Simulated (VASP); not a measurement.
# SrO (Amm2) in VASP: single point with PBEsol

Aim: the single point of SrO with PBEsol.

Everything below comes from runs of VASP 6.6.1. Logs are shortened: lines on timing, memory, paths and dates and some standing lists are left out, and cuts for length are marked.

## 1. The cell of the first run

Symmetry: Amm2, No. 38, orthorhombic system. Conventional cell: a = 6.217 Å, b = 3.553 Å, c = 6.154 Å, α = 90.00°, β = 90.00°, γ = 90.00°. Sr (site symmetry mm2) has 6 O at 2.43 to 2.95 Å within 3.2 Å. Sr (site symmetry mm2) has 6 O at 2.57 Å and 8 Sr at 3.50 to 3.55 Å within 3.6 Å. Within 3.2 Å of O (site symmetry m) lie 6 Sr at 2.43 to 2.95 Å and 2 O at 3.11 Å.

## 2. Single point, PBEsol (atom 1 (Sr) moved by (+0.450, +0.000) A along y and z)

Contents of INCAR:

```
ALGO = Normal
EDIFF = 1E-6
ENCUT = 520
GGA = PS
ISIF = 2
ISMEAR = 0
LASPH = True
LCHARG = True
LELF = True
LREAL = False
LVHAR = True
LWAVE = False
NBANDS = 24
NELM = 100
PREC = Accurate
SIGMA = 0.05
```

Contents of KPOINTS:

```
k-points
0
Gamma
  9 9 4
```

Contents of POSCAR:

```
SrO
1.0
    3.5532880902      0.0000000000      0.0000000000
   -1.7766440451      3.0772377531      0.0000000000
    0.0000000000      0.0000000000      6.2173039800
Sr O
2 2
Direct
    0.4064508556      0.8129017112      0.2500000000
    0.6666666667      0.3333333333      0.7500000000
    0.0000000000      0.0000000000      0.0000000000
    0.0000000000      0.0000000000      0.5000000000
```

Potentials or basis: VASP PAW PBE potentials, release 64 (Sr_sv, O).

Run with:

```bash
> cat potpaw_PBE.64/Sr_sv/POTCAR potpaw_PBE.64/O/POTCAR > POTCAR
> mpirun -np 1 vasp_std > vasp.out
```

OUTCAR:

```text
EDIFF = 1E-6
   ENCUT = 520
   GGA = PS
   ISIF = 2
   ISMEAR = 0
   LASPH = True
   LREAL = False
   NELM = 100
   PREC = Accurate

 ion  position               nearest neighbor table
   1  0.406  0.813  0.250-   3 2.43   4 2.43   3 2.43   4 2.43   3 2.95   4 2.95   2 3.50   2 3.50
                             2 3.87   2 3.87   2 3.87   2 3.87   2 4.99   2 4.99   2 4.99   2 4.99
   2  0.667  0.333  0.750-   3 2.57   4 2.57   3 2.57   4 2.57   3 2.57   4 2.57   1 3.50   1 3.50
                             1 3.87   1 3.87   1 3.87   1 3.87   1 4.99   1 4.99   1 4.99   1 4.99
   3  0.000  0.000  0.000-   1 2.43   1 2.43   2 2.57   2 2.57   2 2.57   1 2.95
   4  0.000  0.000  0.500-   1 2.43   1 2.43   2 2.57   2 2.57   2 2.57   1 2.95

  LATTYP: Found a hexagonal cell.
 ALAT       =     3.5532880902
 C/A-ratio  =     1.7497325919

  Lattice vectors:

 A1 = (   3.5532880902,   0.0000000000,   0.0000000000)
 A2 = (  -1.7766440451,   3.0772377531,   0.0000000000)
 A3 = (   0.0000000000,   0.0000000000,   6.2173039800)

Analysis of symmetry for initial positions (statically):
=====================================================================
 Subroutine PRICEL returns:
 Original cell was already a primitive cell.

 Routine SETGRP: Setting up the symmetry group for a
 hexagonal supercell.

 Subroutine GETGRP returns: Found  4 space group operations
 (whereof  2 operations were pure point group operations)
 out of a pool of 24 trial point group operations.

The static configuration has the point symmetry C_1h.
 The point group associated with its full space group is C_2v.

Analysis of symmetry for dynamics (positions and initial velocities):
=====================================================================
 Subroutine PRICEL returns:
 Original cell was already a primitive cell.

 Routine SETGRP: Setting up the symmetry group for a
 hexagonal supercell.

 Subroutine GETGRP returns: Found  4 space group operations
 (whereof  2 operations were pure point group operations)
 out of a pool of 24 trial point group operations.

The dynamic configuration has the point symmetry C_1h.
 The point group associated with its full space group is C_2v.

 Subroutine INISYM returns: Found  4 space group operations
 (whereof  2 operations are pure point group operations),
 and found     1 'primitive' translations

----------------------------------------------------------------------------------------

                                     Primitive cell

  volume of cell :      67.9819

  direct lattice vectors                    reciprocal lattice vectors
     3.553288090  0.000000000  0.000000000     0.281429475  0.162483383  0.000000000
    -1.776644045  3.077237753  0.000000000     0.000000000  0.324966766  0.000000000
     0.000000000  0.000000000  6.217303980     0.000000000  0.000000000  0.160841420

  length of vectors
     3.553288090  3.553288090  6.217303980     0.324966766  0.324966766  0.160841420

  position of ions in fractional coordinates (direct lattice)
     0.406450856  0.812901711  0.250000000
     0.666666667  0.333333333  0.750000000
     0.000000000  0.000000000  0.000000000
     0.000000000  0.000000000  0.500000000

  ion indices of the primitive-cell ions
   primitive index   ion index
                 1           1
                 2           2
                 3           3
                 4           4

----------------------------------------------------------------------------------------

 KPOINTS: k-points

Automatic generation of k-mesh.
 Grid dimensions read from file:
 generate k-points for:    9    9    4

 Generating k-lattice:

  Cartesian coordinates                     Fractional coordinates (reciprocal lattice)
     0.031269942  0.018053709  0.000000000     0.111111111 -0.000000000  0.000000000
     0.000000000  0.036107418  0.000000000     0.000000000  0.111111111  0.000000000
     0.000000000  0.000000000  0.040210355     0.000000000  0.000000000  0.250000000

  Length of vectors
     0.036107418  0.036107418  0.040210355

  Shift w.r.t. Gamma in fractional coordinates (k-lattice)
     0.000000000  0.000000000  0.000000000

 Subroutine IBZKPT returns following result:
 ===========================================

 Found     75 irreducible k-points:

 Following reciprocal coordinates:
            Coordinates               Weight
  0.000000  0.000000  0.000000      1.000000
  0.111111  0.000000  0.000000      4.000000
  0.000000  0.111111  0.000000      2.000000
  0.222222  0.000000  0.000000      4.000000
  0.000000  0.222222  0.000000      2.000000
  0.333333  0.000000  0.000000      4.000000
[... 16 lines left out ...]
 -0.222222 -0.444444  0.000000      4.000000
  0.444444  0.333333  0.000000      4.000000
 [... further k-points ...]
   k-points           NKPTS =     75   k-points in BZ     NKDIM =     75   number of bands    NBANDS=     24
   number of dos      NEDOS =    301   number of ions     NIONS =      4
   total plane-waves  NPLWV =  37632
   dimension x,y,z NGX =    28 NGY =   28 NGZ =   48
   dimension x,y,z NGXF=    56 NGYF=   56 NGZF=   96
   ions per type =               2   2
   NGX,Y,Z   is equivalent  to a cutoff of  13.10, 13.10, 12.83 a.u.
   NGXF,Y,Z  is equivalent  to a cutoff of  26.20, 26.20, 25.67 a.u.
 SYSTEM =  unknown system
   PREC   = accura    normal or accurate (medium, high low for compatibility)
   ISTART =      0    job   : 0-new  1-cont  2-samecut
   ICHARG =      2    charge: 1-file 2-atom 10-const
   ISPIN  =      1    spin polarized calculation?
   LNONCOLLINEAR =      F non collinear calculations
   LSORBIT =      F    spin-orbit coupling
   LASPH  =      T    aspherical Exc in radial PAW
   ENCUT  =  520.0 eV  38.22 Ry    6.18 a.u.   6.61  6.61 11.56*2*pi/ulx,y,z
   NELM   =    100;   NELMIN=  2; NELMDL= -5     # of ELM steps
   EDIFF  = 0.1E-05   stopping-criterion for ELM
   LREAL  =      F    real-space projection
   EDIFFG = 0.1E-04   stopping-criterion for IOM
   NSW    =      0    number of steps for IOM
   IBRION =     -1    ionic relax: 0-MD 1-quasi-New 2-CG
   NFREE  =      0    steps in history (QN), initial steepest desc. (CG)
   ISIF   =      2    stress and relaxation
   ISYM   =      2    0-nonsym 1-usesym 2-fastsym
   POTIM  = 0.5000    time-step for ionic-motion
   TEBEG  =    0.0;   TEEND  =   0.0 temperature during run
   PSTRESS=    0.0 pullay stress
   NELECT =      32.0000    total number of electrons
   NUPDOWN=      -1.0000    fix difference up-down
   EMIN   =  10.00;   EMAX   =-10.00  energy-range for DOS
   EFERMI =   0.00;   METHOD = LEGACY
   ISMEAR =     0;   SIGMA  =   0.05  broadening in eV -4-tet -1-fermi 0-gaus
   EFERMI_NEDOS =   21; number of points for ismear=-14 and -15
   IALGO  =     38    algorithm
   IMIX   =      4    mixing-type and parameters
     AMIX     =   0.40;   BMIX     =  1.00
     AMIX_MAG =   1.60;   BMIX_MAG =  1.00
  volume/ion in A,a.u.               =      17.00       114.69
  Fermi-wavevector in a.u.,A,eV,Ry     =   1.273484  2.406537 22.065419  1.621763
  Thomas-Fermi vector in A             =   2.406305
   LORBIT       =      0    0 simple, 1 ext, 2 COOP (PROOUT), +10 PAW based schemes
   GGA     = PS    functional components
   LHFCALC =     F    Hartree Fock is set to
   AEXX    =    0.0000 exact exchange contribution
   IVDW    =     0    specifies the selected vdW correction
   LEPSILON=     F    determine dielectric tensor
   LRPA    =     F    only Hartree local field effects (RPA)
 non-spin polarized calculation
 Gauss-broadening in eV      SIGMA  =   0.05
  energy-cutoff  :      520.00
  volume of cell :       67.98
 maximum number of plane-waves:      1853
   NGX = 13   NGY = 13   NGZ = 23

 number of electron      32.0000014 magnetization

 Free energy of the ion-electron system (eV)
  ---------------------------------------------------
  ext. energy  EPLUGINS =         0.00000000
  ---------------------------------------------------
  free energy    TOTEN  =       -24.67072934 eV

  energy without entropy =      -24.67072934  energy(sigma->0) =      -24.67072934

 E-fermi :   2.2418     XC(G=0): -10.2494

 val. band max:        2.0086339999   @ k =   0.0000   0.0000   0.0000
 cond. band min:       4.7327103881   @ k =   0.0000   0.0000   0.0000
 fundamental gap:      2.7240763882
 Fermi energy:         2.2418096793

 k-point     1 :       0.0000    0.0000    0.0000
  band No.  band energies     occupation
      1     -30.8000      2.00000
      2     -30.6378      2.00000
      3     -15.1001      2.00000
      4     -13.5126      2.00000
      5     -12.5377      2.00000
      6     -12.4748      2.00000
[... 16 lines left out ...]
     23       9.8679      0.00000
     24      10.0339      0.00000

 k-point     2 :       0.1111    0.0000    0.0000
  band No.  band energies     occupation
      1     -30.7847      2.00000
      2     -30.6261      2.00000
      3     -14.9988      2.00000
      4     -13.8204      2.00000
      5     -12.6401      2.00000
      6     -12.5148      2.00000
[... 16 lines left out ...]
     23       9.7204      0.00000
     24      10.2467      0.00000

 k-point     3 :       0.0000    0.1111    0.0000
  band No.  band energies     occupation
      1     -30.7843      2.00000
      2     -30.6275      2.00000
      3     -15.0211      2.00000
      4     -13.7106      2.00000
      5     -12.6639      2.00000
      6     -12.5105      2.00000
[... 16 lines left out ...]
     23      10.0861      0.00000
     24      10.0888      0.00000
[... 514 lines left out ...]
 k-point    23 :      -0.2222   -0.4444    0.0000
  band No.  band energies     occupation
      1     -30.6528      2.00000
      2     -30.5400      2.00000
      3     -14.8024      2.00000
      4     -13.9331      2.00000
      5     -13.3014      2.00000
      6     -13.0693      2.00000
[... 16 lines left out ...]
     23      11.1412      0.00000
     24      11.1547      0.00000

 k-point    24 :       0.4444    0.3333    0.0000
  band No.  band energies     occupation
      1     -30.6566      2.00000
      2     -30.5311      2.00000
      3     -15.0434      2.00000
      4     -13.4288      2.00000
      5     -13.2088      2.00000
      6     -13.0295      2.00000
[... 16 lines left out ...]
     23      10.6294      0.00000
     24      11.1991      0.00000

 [... further k-points ...]

------------------------ aborting loop because EDIFF is reached ----------------------------------------

  FORCE on cell =-STRESS in cart. coord.  units (eV):
  Direction    XX          YY          ZZ          XY          YZ          ZX
  --------------------------------------------------------------------------------------
  -------------------------------------------------------------------------------------
  Total        0.5077249     -0.2807421      0.6374766      0.0000000      0.0000000      0.0000000
  in kB       11.9659026     -6.6164417     15.0238517      0.0000000      0.0000000      0.0000000
  external PRESSURE =       6.7911042 kB  Pullay stress =       0.0000000 kB

 VOLUME and BASIS-vectors are now :
 -----------------------------------------------------------------------------
  energy-cutoff  :      520.00
  volume of cell :       67.98
      direct lattice vectors                 reciprocal lattice vectors
     3.553288090  0.000000000  0.000000000     0.281429475  0.162483383  0.000000000
    -1.776644045  3.077237753  0.000000000     0.000000000  0.324966766  0.000000000
     0.000000000  0.000000000  6.217303980     0.000000000  0.000000000  0.160841420

 POSITION                                       TOTAL-FORCE (eV/Angst)
 -----------------------------------------------------------------------------------
      0.00000      2.50149      1.55433        -0.000000     -1.040393      0.000000
      1.77664      1.02575      4.66298         0.000000      0.258333      0.000000
      0.00000      0.00000      0.00000         0.000000      0.391030     -0.402080
      0.00000      0.00000      3.10865         0.000000      0.391030      0.402080
 -----------------------------------------------------------------------------------
    total drift:                               -0.000000     -0.000138     -0.000000

  FREE ENERGIE OF THE ION-ELECTRON SYSTEM (eV)
  ---------------------------------------------------
  free  energy   TOTEN  =       -24.6707293361 eV

  energy  without entropy=      -24.6707293361  energy(sigma->0) =      -24.67072934
```

Wall time 1.9 min (1 thread of Intel Xeon 8259CL, shared host); peak memory 0.25 GiB.

What came out:

```yaml
Free_energy: -24.6707 eV
Pressure: 0.7 GPa
Largest_force: 1.040 eV/Å
Band_gap_on_the_k_mesh: 2.72 eV
```

Forces in eV/Å, atoms in the order of the input:
```
Sr   0.000 -1.040  0.000
Sr   0.000  0.258  0.000
O    0.000  0.391 -0.402
O    0.000  0.391  0.402
```

Stress tensor (GPa, compression positive):
```
 1.20  0.00  0.00
 0.00 -0.66  0.00
 0.00  0.00  1.50
```

Levels at points of the mesh, in eV from the valence-band top:
```csv
k point,band 13,band 14,band 15,band 16,band 17,band 18,band 19,band 20
"(0.00, 0.00, 0.00)",-1.03,-0.80,-0.55,0.00,2.72,4.60,4.99,5.94
"(0.00, 0.00, 0.50)",-1.30,-0.91,-0.69,-0.69,3.87,4.57,5.79,5.87
```

Caveat: the cell differs from its parent crystal (atom 1 (Sr) moved by (+0.450, +0.000) A along y and z); the PAW data sets were made with another functional, which shifts forces and pressure a little; an odd mesh through Γ misses points on the zone boundary, where band edges can lie.
